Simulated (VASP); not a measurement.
# Ge (Pm-3m) in VASP: further runs

Runs on Ge. Level: PBE. Tasks: single point.

Program: VASP 6.6.1. These are calculated values, not measurements. Logs are shortened: lines on timing, memory, paths and dates and some standing lists are left out, and cuts for length are marked.

## (1) The cell of the first run

Symmetry: Pm-3m, No. 221, cubic system. Conventional cell: a = 2.728 Å, b = 2.728 Å, c = 2.728 Å, α = 90.00°, β = 90.00°, γ = 90.00°. Within 3.6 Å of Ge (site symmetry m-3m) lie 6 Ge at 2.73 Å.

## (2) Single point, PBE

File INCAR:

```
  PREC = Accurate
  ENCUT = 520
  EDIFF = 1E-6
  ISMEAR = -1
  SIGMA = 0.05
  LREAL = F
  LASPH = T
  NELM = 80
  ALGO = Normal
  ISIF = 2
  LWAVE = F
  LCHARG = F
  GGA = PE
  NBANDS = 13
```

File KPOINTS:

```
regular mesh
0
Gamma
  10 10 10
```

File POSCAR:

```
Ge
1.0
    2.7284206556      0.0000000000      0.0000000000
    0.0000000000      2.7284206556      0.0000000000
    0.0000000000      0.0000000000      2.7284206556
Ge
1
Direct
    0.0000000000      0.0000000000      0.0000000000
```

Potentials or basis: VASP PAW PBE potentials, release 64 (Ge_d).

The run is started by

```console
> cat potpaw_PBE.64/Ge_d/POTCAR > POTCAR
> mpirun -np 1 vasp_std > vasp.out
```

OUTCAR:

```text
PREC = Accurate
   ENCUT = 520
   EDIFF = 1E-6
   ISMEAR = -1
   LREAL = F
   LASPH = T
   NELM = 80
   ISIF = 2
   GGA = PE

 ion  position               nearest neighbor table
   1  0.000  0.000  0.000-

  LATTYP: Found a simple cubic cell.
 ALAT       =     2.7284206556

  Lattice vectors:

 A1 = (   2.7284206556,   0.0000000000,   0.0000000000)
 A2 = (   0.0000000000,   2.7284206556,   0.0000000000)
 A3 = (   0.0000000000,   0.0000000000,   2.7284206556)

Analysis of symmetry for initial positions (statically):
=====================================================================
 Subroutine PRICEL returns:
 Original cell was already a primitive cell.

 Routine SETGRP: Setting up the symmetry group for a
 simple cubic supercell.

 Subroutine GETGRP returns: Found 48 space group operations
 (whereof 48 operations were pure point group operations)
 out of a pool of 48 trial point group operations.

The static configuration has the point symmetry O_h .

Analysis of symmetry for dynamics (positions and initial velocities):
=====================================================================
 Subroutine PRICEL returns:
 Original cell was already a primitive cell.

 Routine SETGRP: Setting up the symmetry group for a
 simple cubic supercell.

 Subroutine GETGRP returns: Found 48 space group operations
 (whereof 48 operations were pure point group operations)
 out of a pool of 48 trial point group operations.

The dynamic configuration has the point symmetry O_h .

 Subroutine INISYM returns: Found 48 space group operations
 (whereof 48 operations are pure point group operations),
 and found     1 'primitive' translations

----------------------------------------------------------------------------------------

                                     Primitive cell

  volume of cell :      20.3111

  direct lattice vectors                    reciprocal lattice vectors
     2.728420656  0.000000000  0.000000000     0.366512399  0.000000000  0.000000000
     0.000000000  2.728420656  0.000000000     0.000000000  0.366512399  0.000000000
     0.000000000  0.000000000  2.728420656     0.000000000  0.000000000  0.366512399

  length of vectors
     2.728420656  2.728420656  2.728420656     0.366512399  0.366512399  0.366512399

  position of ions in fractional coordinates (direct lattice)
     0.000000000  0.000000000  0.000000000

  ion indices of the primitive-cell ions
   primitive index   ion index
[... 73 lines left out ...]
   EDIFF  = 0.1E-05   stopping-criterion for ELM
   LREAL  =      F    real-space projection
   EDIFFG = 0.1E-04   stopping-criterion for IOM
   NSW    =      0    number of steps for IOM
   IBRION =     -1    ionic relax: 0-MD 1-quasi-New 2-CG
   NFREE  =      0    steps in history (QN), initial steepest desc. (CG)
   ISIF   =      2    stress and relaxation
   ISYM   =      2    0-nonsym 1-usesym 2-fastsym
   POTIM  = 0.5000    time-step for ionic-motion
   TEBEG  =    0.0;   TEEND  =   0.0 temperature during run
   PSTRESS=    0.0 pullay stress
   NELECT =      14.0000    total number of electrons
   NUPDOWN=      -1.0000    fix difference up-down
   EMIN   =  10.00;   EMAX   =-10.00  energy-range for DOS
   EFERMI =   0.00;   METHOD = LEGACY
   ISMEAR =    -1;   SIGMA  =   0.05  broadening in eV -4-tet -1-fermi 0-gaus
   EFERMI_NEDOS =   21; number of points for ismear=-14 and -15
   IALGO  =     38    algorithm
   IMIX   =      4    mixing-type and parameters
     AMIX     =   0.40;   BMIX     =  1.00
     AMIX_MAG =   1.60;   BMIX_MAG =  1.00
  volume/ion in A,a.u.               =      20.31       137.07
  Fermi-wavevector in a.u.,A,eV,Ry     =   1.446126  2.732782 28.453603  2.091281
  Thomas-Fermi vector in A             =   2.564230
   LORBIT       =      0    0 simple, 1 ext, 2 COOP (PROOUT), +10 PAW based schemes
   GGA     = PE    functional components
   LHFCALC =     F    Hartree Fock is set to
   AEXX    =    0.0000 exact exchange contribution
   IVDW    =     0    specifies the selected vdW correction
   LEPSILON=     F    determine dielectric tensor
   LRPA    =     F    only Hartree local field effects (RPA)
 non-spin polarized calculation
  energy-cutoff  :      520.00
  volume of cell :       20.31
 maximum number of plane-waves:       560
   NGX = 11   NGY = 11   NGZ = 11

 number of electron      13.9999993 magnetization

 Free energy of the ion-electron system (eV)
  ---------------------------------------------------
  ext. energy  EPLUGINS =         0.00000000
  ---------------------------------------------------
  free energy    TOTEN  =        -4.30095078 eV

  energy without entropy =       -4.29748046  energy(sigma->0) =       -4.29921562

 E-fermi :   5.7274     XC(G=0): -10.8123

 val. band max:        5.7011530679   @ k =   0.3000   0.3000   0.2000
 cond. band min:       5.8050392182   @ k =   0.4000   0.4000   0.3000
 fundamental gap:      0.1038861502
 Fermi energy:         5.7273666153

 k-point     1 :       0.0000    0.0000    0.0000
  band No.  band energies     occupation
      1     -18.9456      2.00000
      2     -18.9456      2.00000
      3     -18.7163      2.00000
      4     -18.7163      2.00000
      5     -18.7163      2.00000
      6      -6.8612      2.00000
      7      12.1945      0.00000
      8      12.1945      0.00000
      9      12.1945      0.00000
     10      15.6622      0.00000
     11      15.6622      0.00000
     12      17.9487      0.00000
     13      34.0832      0.00000
[... 354 lines left out ...]
  band No.  band energies     occupation
      1     -18.9112      2.00000
      2     -18.8154      2.00000
      3     -18.7628      2.00000
      4     -18.7617      2.00000
      5     -18.7245      2.00000
      6      -4.7884      2.00000
      7       4.1812      2.00000
      8      11.3830      0.00000
      9      12.0233      0.00000
     10      19.8350      0.00000
     11      20.1102      0.00000
     12      21.6953      0.00000
     13      23.0026      0.00000

 [... further k-points ...]
[... 5 lines left out ...]
  --------------------------------------------------------------------------------------
  -------------------------------------------------------------------------------------
  Total       -0.2335458     -0.2335458     -0.2335458     -0.0000000      0.0000000     -0.0000000
  in kB      -18.4225038    -18.4225038    -18.4225038     -0.0000000      0.0000000     -0.0000000
  external PRESSURE =     -18.4225038 kB  Pullay stress =       0.0000000 kB

 VOLUME and BASIS-vectors are now :
 -----------------------------------------------------------------------------
  energy-cutoff  :      520.00
  volume of cell :       20.31
      direct lattice vectors                 reciprocal lattice vectors
     2.728420656  0.000000000  0.000000000     0.366512399  0.000000000  0.000000000
     0.000000000  2.728420656  0.000000000     0.000000000  0.366512399  0.000000000
     0.000000000  0.000000000  2.728420656     0.000000000  0.000000000  0.366512399

 POSITION                                       TOTAL-FORCE (eV/Angst)
 -----------------------------------------------------------------------------------
      0.00000      0.00000      0.00000         0.000000      0.000000      0.000000
 -----------------------------------------------------------------------------------
    total drift:                                0.000000      0.000000      0.000000

  FREE ENERGIE OF THE ION-ELECTRON SYSTEM (eV)
  ---------------------------------------------------
  free  energy   TOTEN  =        -4.3009507754 eV

  energy  without entropy=       -4.2974804558  energy(sigma->0) =       -4.29921562
```

Run time: 3.7 s. Hardware: 1 thread of Intel Xeon 6975P-C (Granite Rapids), shared host; peak memory 0.13 GiB.

What came out:

```
Free energy            : -4.3010 eV
Pressure               : -1.8 GPa
Band gap on the k mesh : zero (band 7 reaches 12.19 eV, above the bottom of band 8 at 3.26 eV)
```

## (3) Single point, PBE

This run uses another cell than the first one, of 20.71 Å³/atom, 1.020 times its volume.

File INCAR:

```
SYSTEM = Ge
ALGO = Normal
EDIFF = 1E-6
ENCUT = 520
GGA = PE
ISIF = 2
ISMEAR = -1
LASPH = .True.
LCHARG = .False.
LREAL = .False.
LWAVE = .False.
NBANDS = 13
NELM = 80
PREC = Accurate
SIGMA = 0.05
```

File KPOINTS:

```
k-points
0
Gamma
  10 10 10
  0 0 0
```

File POSCAR:

```
Ge
1.0
    2.7461381693      0.0000000000      0.0000000000
    0.0000000000      2.7461381693      0.0000000000
    0.0000000000      0.0000000000      2.7461381693
Ge
1
Direct
    0.0000000000      0.0000000000      0.0000000000
```

Potentials or basis: VASP PAW PBE potentials, release 64 (Ge_d).

The run is started by

```console
> cat potpaw_PBE.64/Ge_d/POTCAR > POTCAR
> mpirun -np 1 vasp_std > vasp.out
```

OUTCAR:

```text
SYSTEM = Ge
   EDIFF = 1E-6
   ENCUT = 520
   GGA = PE
   ISIF = 2
   ISMEAR = -1
   LASPH = .True.
   LREAL = .False.
   NELM = 80
   PREC = Accurate

 ion  position               nearest neighbor table
   1  0.000  0.000  0.000-

  LATTYP: Found a simple cubic cell.
 ALAT       =     2.7461381693

  Lattice vectors:

 A1 = (   2.7461381693,   0.0000000000,   0.0000000000)
 A2 = (   0.0000000000,   2.7461381693,   0.0000000000)
 A3 = (   0.0000000000,   0.0000000000,   2.7461381693)

Analysis of symmetry for initial positions (statically):
=====================================================================
 Subroutine PRICEL returns:
 Original cell was already a primitive cell.

 Routine SETGRP: Setting up the symmetry group for a
 simple cubic supercell.

 Subroutine GETGRP returns: Found 48 space group operations
 (whereof 48 operations were pure point group operations)
 out of a pool of 48 trial point group operations.

The static configuration has the point symmetry O_h .

Analysis of symmetry for dynamics (positions and initial velocities):
=====================================================================
 Subroutine PRICEL returns:
 Original cell was already a primitive cell.

 Routine SETGRP: Setting up the symmetry group for a
 simple cubic supercell.

 Subroutine GETGRP returns: Found 48 space group operations
 (whereof 48 operations were pure point group operations)
 out of a pool of 48 trial point group operations.

The dynamic configuration has the point symmetry O_h .

 Subroutine INISYM returns: Found 48 space group operations
 (whereof 48 operations are pure point group operations),
 and found     1 'primitive' translations

----------------------------------------------------------------------------------------

                                     Primitive cell

  volume of cell :      20.7094

[... 105 lines left out ...]
     AMIX     =   0.40;   BMIX     =  1.00
     AMIX_MAG =   1.60;   BMIX_MAG =  1.00
  volume/ion in A,a.u.               =      20.71       139.75
  Fermi-wavevector in a.u.,A,eV,Ry     =   1.436796  2.715151 28.087634  2.064383
  Thomas-Fermi vector in A             =   2.555945
   LORBIT       =      0    0 simple, 1 ext, 2 COOP (PROOUT), +10 PAW based schemes
   GGA     = PE    functional components
   LHFCALC =     F    Hartree Fock is set to
   AEXX    =    0.0000 exact exchange contribution
   IVDW    =     0    specifies the selected vdW correction
   LEPSILON=     F    determine dielectric tensor
   LRPA    =     F    only Hartree local field effects (RPA)
 non-spin polarized calculation
  energy-cutoff  :      520.00
  volume of cell :       20.71
 maximum number of plane-waves:       587
   NGX = 11   NGY = 11   NGZ = 11

 number of electron      14.0000021 magnetization

 Free energy of the ion-electron system (eV)
  ---------------------------------------------------
  ext. energy  EPLUGINS =         0.00000000
  ---------------------------------------------------
  free energy    TOTEN  =        -4.29537473 eV

  energy without entropy =       -4.29152940  energy(sigma->0) =       -4.29345206

 E-fermi :   5.5360     XC(G=0): -10.7179

 val. band max:        5.5230642841   @ k =   0.3000   0.3000   0.2000
 cond. band min:       5.5976910686   @ k =   0.4000   0.4000   0.3000
 fundamental gap:      0.0746267845
 Fermi energy:         5.5360358545

 k-point     1 :       0.0000    0.0000    0.0000
  band No.  band energies     occupation
      1     -19.1271      2.00000
      2     -19.1271      2.00000
      3     -18.9105      2.00000
      4     -18.9105      2.00000
      5     -18.9105      2.00000
      6      -6.9068      2.00000
      7      11.8956      0.00000
      8      11.8956      0.00000
      9      11.8956      0.00000
     10      15.3963      0.00000
     11      15.3963      0.00000
     12      17.5535      0.00000
     13      33.5473      0.00000
[... 354 lines left out ...]
  band No.  band energies     occupation
      1     -19.0945      2.00000
      2     -19.0035      2.00000
      3     -18.9542      2.00000
      4     -18.9532      2.00000
      5     -18.9181      2.00000
      6      -4.8716      2.00000
      7       4.0193      2.00000
      8      11.1076      0.00000
      9      11.7152      0.00000
     10      19.4665      0.00000
     11      19.7559      0.00000
     12      21.3615      0.00000
     13      22.5890      0.00000

 [... further k-points ...]
[... 5 lines left out ...]
  --------------------------------------------------------------------------------------
  -------------------------------------------------------------------------------------
  Total       -0.3852221     -0.3852221     -0.3852221     -0.0000000      0.0000000     -0.0000000
  in kB      -29.8026354    -29.8026354    -29.8026354     -0.0000000      0.0000000     -0.0000000
  external PRESSURE =     -29.8026354 kB  Pullay stress =       0.0000000 kB

 VOLUME and BASIS-vectors are now :
 -----------------------------------------------------------------------------
  energy-cutoff  :      520.00
  volume of cell :       20.71
      direct lattice vectors                 reciprocal lattice vectors
     2.746138169  0.000000000  0.000000000     0.364147737  0.000000000  0.000000000
     0.000000000  2.746138169  0.000000000     0.000000000  0.364147737  0.000000000
     0.000000000  0.000000000  2.746138169     0.000000000  0.000000000  0.364147737

 POSITION                                       TOTAL-FORCE (eV/Angst)
 -----------------------------------------------------------------------------------
      0.00000      0.00000      0.00000         0.000000      0.000000      0.000000
 -----------------------------------------------------------------------------------
    total drift:                                0.000000      0.000000      0.000000

  FREE ENERGIE OF THE ION-ELECTRON SYSTEM (eV)
  ---------------------------------------------------
  free  energy   TOTEN  =        -4.2953747273 eV

  energy  without entropy=       -4.2915293973  energy(sigma->0) =       -4.29345206
```

Run time: 3.8 s. Hardware: 1 thread of Intel Xeon 6975P-C (Granite Rapids), shared host; peak memory 0.13 GiB.

Results:

```
Free energy            : -4.2954 eV
Pressure               : -3.0 GPa
Band gap on the k mesh : zero (band 7 reaches 11.90 eV, above the bottom of band 8 at 3.12 eV)
```

Levels at points of the mesh, in eV from the Fermi level:
```csv
k point,band 5,band 6,band 7,band 8,band 9,band 10
"(0.00, 0.00, 0.00)",-24.45,-12.44,6.36,6.36,6.36,9.86
"(0.50, 0.00, 0.00)",-24.44,-8.92,-5.34,9.05,9.05,12.95
"(0.50, 0.50, 0.00)",-24.38,-5.19,-2.42,-2.42,3.26,11.67
"(0.50, 0.50, 0.50)",-24.38,-0.95,0.31,0.31,0.31,6.85
```
